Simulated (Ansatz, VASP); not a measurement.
Two plane-wave programs on Si2N

```
Si N
1.0
     3.76531    0.00000    0.00000
     0.00000    3.76531    0.00000
     0.00000    0.00000    2.66060
Si N
2 1
Direct
  0.00000 0.50000 0.50000
  0.50000 0.00000 0.50000
  0.50000 0.50000 0.50000
```

Alike in both runs: task relaxation of cell and atoms; functional PBE; k mesh 4 × 4 × 6; occupations gaussian, width 0.1 eV; no spin polarisation.

|  | VASP | Ansatz |
| --- | --- | --- |
| version | VASP 6.6.1 | Ansatz 0.2.0 |
| potentials or method | VASP PAW PBE potentials, release 64 (Si, N), cutoff 600 eV | scalar-relativistic, plane waves, PAW |
| valence electrons in the cell | 13 | 13 |

Ansatz gave:

- gap on the k mesh at the Fermi level, each at its own relaxed structure (eV): none
- relaxed volume (Å³/atom): 12.46
- relaxed cell length with the largest relative difference (Å): 2.632

Problem. What did VASP give for the same quantities?

Solution. gap on the k mesh at the Fermi level, each at its own relaxed structure (eV): none; relaxed volume (Å³/atom): 12.43; relaxed cell length with the largest relative difference (Å): 2.627.

A gap of «none» marks a metal or a gap that the smearing closes.

The k mesh is coarse, so the values compare programs but aren't converged.
